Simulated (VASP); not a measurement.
Input of a VASP 6.6.1 run:

INCAR

```
PREC = Accurate
ENCUT = 600
EDIFF = 1E-6
ISMEAR = 0
SIGMA = 0.1
LREAL = False
LASPH = True
NELM = 120
ALGO = Normal
ISIF = 2
LWAVE = False
LCHARG = False
GGA = PE
NBANDS = 12
GGA_COMPAT = False
```

Contents of KPOINTS:

```
regular mesh
0
Gamma
  6 6 4
```

Contents of POSCAR:

```
Mg2O
1.0
    3.1855493655      0.0000000000      0.0000000000
    0.0000000000      3.1855493655      0.0000000000
    0.0000000000      0.0000000000      4.8602841281
Mg O
2 1
Direct
    0.0000000000      0.5000000000      0.2495518894
    0.5000000000      0.0000000000      0.7504481106
    0.5000000000      0.5000000000      0.5000000000
```

Potentials or basis: VASP PAW PBE potentials, release 64 (Mg, O).

Command:

```bash
$ cat potpaw_PBE.64/Mg/POTCAR potpaw_PBE.64/O/POTCAR > POTCAR
$ mpirun -np 1 vasp_std > vasp.out
```

(1) What does it give for the largest force?

(2) Predict the pressure.

Answers

(1) 0.194 eV/Å.

(2) 0.1 GPa.
